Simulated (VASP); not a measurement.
Set up this calculation in VASP 6.6.1, as the native input.

```
Task                   : single point
Functional             : PBEsol
Potentials or basis    : VASP PAW PBE potentials, release 64 (Cs_sv, Ge_d, Ca_sv, F)
Cutoff                 : 520 eV
k mesh                 : 1 × 1 × 1, shifted
Occupations            : fermi-dirac, width 0.05 eV
Spin                   : no spin polarisation
Dipole correction      : no
Further INCAR settings : LREAL = Auto; ALGO = Normal; EDIFF = 1e-07; NBANDS = 191; ISYM = 0
```

The structure of Cs3Ca4GeF12 (a cell with a defect) lies in POSCAR:

```
Cs3Ca4GeF12
1.0
    8.9888280000      0.0000000000      0.0000000000
    0.0000000000      8.9888280000      0.0000000000
    0.0000000000      0.0000000000      8.9888280000
Cs Ge Ca F
6 2 8 24
Direct
    0.0052630000      0.9868040000      0.9998010000
    0.0041030000      0.5066550000      0.9986440000
    0.0039740000      0.5224800000      0.5010840000
    0.5055160000      0.9902010000      0.0011760000
    0.5009370000      0.9756200000      0.4981570000
    0.5057490000      0.5129470000      0.0035830000
    0.9812470000      0.0898960000      0.4553050000
    0.4866470000      0.4327640000      0.5599830000
    0.2594000000      0.2467680000      0.2464460000
    0.2400750000      0.2403150000      0.7520750000
    0.2548000000      0.7473430000      0.2526170000
    0.2570140000      0.7478260000      0.7456250000
    0.7381470000      0.2589090000      0.2490190000
    0.7586180000      0.2499320000      0.7486600000
    0.7588740000      0.7527810000      0.2560860000
    0.7542310000      0.7505310000      0.7475700000
    0.2444320000      0.2517340000      0.9983480000
    0.1813870000      0.1895840000      0.4949740000
    0.2560390000      0.7386010000      0.9982220000
    0.2625540000      0.7417770000      0.4995220000
    0.7498760000      0.2467260000      0.9998110000
    0.6598240000      0.3035240000      0.5004380000
    0.7557690000      0.7592960000      0.0024780000
    0.7590160000      0.7509250000      0.5016110000
    0.9982300000      0.2172030000      0.2695900000
    0.0004370000      0.2528990000      0.7642820000
    0.0062940000      0.7422780000      0.2358840000
    0.0066400000      0.7419940000      0.7608370000
    0.4992600000      0.2445570000      0.2270540000
    0.4957340000      0.2885150000      0.7331520000
    0.5079850000      0.7568910000      0.2413160000
    0.5052950000      0.7560330000      0.7643800000
    0.2660290000      0.9987650000      0.2320160000
    0.2721560000      0.9987820000      0.7614920000
    0.2373730000      0.4926760000      0.2469320000
    0.2652650000      0.4901090000      0.7315040000
    0.7666020000      0.0109930000      0.2745320000
    0.7362830000      0.0049980000      0.7498620000
    0.7705950000      0.5010660000      0.2416510000
    0.7639110000      0.4979830000      0.7610470000
```

The input as run:

INCAR

```
SYSTEM = Cs3Ca4GeF12
PREC = Accurate
ENCUT = 520
EDIFF = 1E-7
ISMEAR = -1
SIGMA = 0.05
LREAL = Auto
LASPH = .True.
NELM = 60
ALGO = Normal
ISIF = 2
LWAVE = .False.
LCHARG = .False.
GGA = PS
ISYM = 0
NBANDS = 191
```

KPOINTS

```
Automatic mesh
0
Gamma
  1 1 1
  0.25 0.25 0.25
```

Potentials or basis: VASP PAW PBE potentials, release 64 (Cs_sv, Ge_d, Ca_sv, F).

The run is started by

```bash
$ cat potpaw_PBE.64/Cs_sv/POTCAR potpaw_PBE.64/Ge_d/POTCAR potpaw_PBE.64/Ca_sv/POTCAR potpaw_PBE.64/F/POTCAR > POTCAR
$ mpirun -np 1 vasp_std > vasp.out
```

Results of the run:

```
Pressure               : 0.0 GPa
Largest force          : 0.208 eV/Å
Band gap on the k mesh : 0.06 eV
```

Caveat: semilocal functionals underestimate gaps, and a narrow one can read as zero; the PAW data sets were made with another functional, which shifts forces and pressure a little; spin-orbit coupling is left out, which moves the levels of the heavy elements.

Wall time 27 min on 1 thread of Intel(R) Xeon(R) Platinum 8259CL CPU @ 2.50GHz (Skylake/Cascade Lake), on a shared host, peak memory 0.91 GiB.
